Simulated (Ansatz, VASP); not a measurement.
# Au in VASP and in Ansatz

```xyz
1
Lattice="0.0000 2.1069 2.0455 2.1069 0.0000 2.0455 2.1069 2.1069 0.0000" Properties=species:S:1:pos:R:3 pbc="T T T"
Au    0.0000    0.0000    0.0000
```

Change from the starting cell: strain +0.030 along x and y, +0.000 along z, atoms carried along.

Alike in both runs: task single point; functional r2SCAN; k mesh 20 × 20 × 20; occupations gaussian, width 0.15 eV; no spin polarisation.

|  | VASP | Ansatz |
| --- | --- | --- |
| version | VASP 6.6.1 | Ansatz 0.2.0 |
| potentials or method | VASP PAW PBE potentials, release 64 (Au), cutoff 520 eV | scalar-relativistic, plane waves, PAW |
| valence electrons in the cell | 11 | 19 |

Ansatz gave:

```
gap on the k mesh at the Fermi level (eV)                     : none
pressure (GPa)                                                : -4.8
traceless stress, the component that is largest in VASP (GPa) : 0.44
```

Question: What did VASP give for the same quantities?

Answer: gap on the k mesh at the Fermi level (eV): none; pressure (GPa): -4.6; traceless stress, the component that is largest in VASP (GPa): 0.46.

VASP's potentials were made for PBE, not for r2SCAN. A gap of «none» marks a metal or a gap that the smearing closes. VASP's potentials hold 11 valence electrons a cell and Ansatz's 19, so a difference there can come from the potentials and not from the codes.

Neither program's run includes spin-orbit coupling.
